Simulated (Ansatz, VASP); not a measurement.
## AlN: VASP beside Ansatz

The input POSCAR:

```
AlN
1.0
   -3.1066653375      0.0000000000      0.0000000000
   -1.5533326688     -2.6904511034      0.0000000000
   -1.1649995016     -0.6726127758      9.9568096770
Al N
4 4
Direct
    0.1071842206      0.1071842206      0.9045964511
    0.2321842206      0.2321842206      0.4045964511
    0.6280175539      0.6280175539      0.1545964511
    0.5030175539      0.5030175539      0.6545964511
    0.3094824461      0.3094824461      0.0954035489
    0.1844824461      0.1844824461      0.5954035489
    0.5803157794      0.5803157794      0.3454035489
    0.4553157794      0.4553157794      0.8454035489
```

The input INCAR.step1:

```
PREC = Accurate ; ENCUT = 520
ISMEAR = 0 ; SIGMA = 0.05
LREAL = False ; LASPH = True
NELM = 60 ; NBANDS = 26
GGA = PE ; ALGO = Normal
EDIFF = 1E-4 ; LWAVE = True
LCHARG = False
```

File INCAR.step2:

```
PREC = Accurate ; ENCUT = 520
EDIFF = 1E-6 ; ISMEAR = 0
SIGMA = 0.05 ; LREAL = False
LASPH = True ; NELM = 60
ALGO = Normal ; ISIF = 2
LWAVE = False ; LCHARG = True
METAGGA = R2SCAN ; LMIXTAU = True
LELF = True ; LVHAR = True
NBANDS = 26 ; ISTART = 1
```

File KPOINTS:

```
Automatic mesh
0
Gamma
  8 8 3
```

Input for Ansatz:

```yaml
crystal:
  lattice:
    - [-3.1066653375, 0.0, 0.0]
    - [-1.5533326688, -2.6904511034, 0.0]
    - [-1.1649995016, -0.6726127758, 9.956809677]
  atoms:
    - { symbol: Al, position: [0.1071842206, 0.1071842206, 0.9045964511] }
    - { symbol: Al, position: [0.2321842206, 0.2321842206, 0.4045964511] }
    - { symbol: Al, position: [0.6280175539, 0.6280175539, 0.1545964511] }
    - { symbol: Al, position: [0.5030175539, 0.5030175539, 0.6545964511] }
    - { symbol: "N", position: [0.3094824461, 0.3094824461, 0.0954035489] }
    - { symbol: "N", position: [0.1844824461, 0.1844824461, 0.5954035489] }
    - { symbol: "N", position: [0.5803157794, 0.5803157794, 0.3454035489] }
    - { symbol: "N", position: [0.4553157794, 0.4553157794, 0.8454035489] }
basis:
  ecutwfc: 500
kpoints:
  mp_grid: { grid: [8, 8, 3] }
hamiltonian:
  xc: r2scan
scf:
  occupations: { method: gaussian, width: 0.05 }
output:
  forces: true
  stress: true
  eigenvalues: true
```

Alike in both runs: task single point; functional r2SCAN; k mesh 8 × 8 × 3; occupations gaussian, width 0.05 eV; no spin polarisation.

```csv
,VASP,Ansatz
version,VASP 6.6.1,Ansatz 0.2.0
potentials or method,"VASP PAW PBE potentials, release 64 (Al, N), cutoff 520 eV","scalar-relativistic, plane waves, PAW"
valence electrons in the cell,32,32
```

VASP gave:

- gap on the k mesh at the Fermi level (eV): 3.52
- least direct gap on the mesh (eV): 3.52
- pressure (GPa): -1.2
- traceless stress, the component that is largest in VASP (GPa): 9.10
- rms of the force components (eV/Å): 0.499

Problem. What did Ansatz give for the same quantities?

Solution. gap on the k mesh at the Fermi level (eV): 3.50; least direct gap on the mesh (eV): 3.50; pressure (GPa): -0.8; traceless stress, the component that is largest in VASP (GPa): 9.13; rms of the force components (eV/Å): 0.497.

VASP's potentials were made for PBE, not for r2SCAN. Atom by atom the forces differ by 0.004 eV/Å (rms over components).
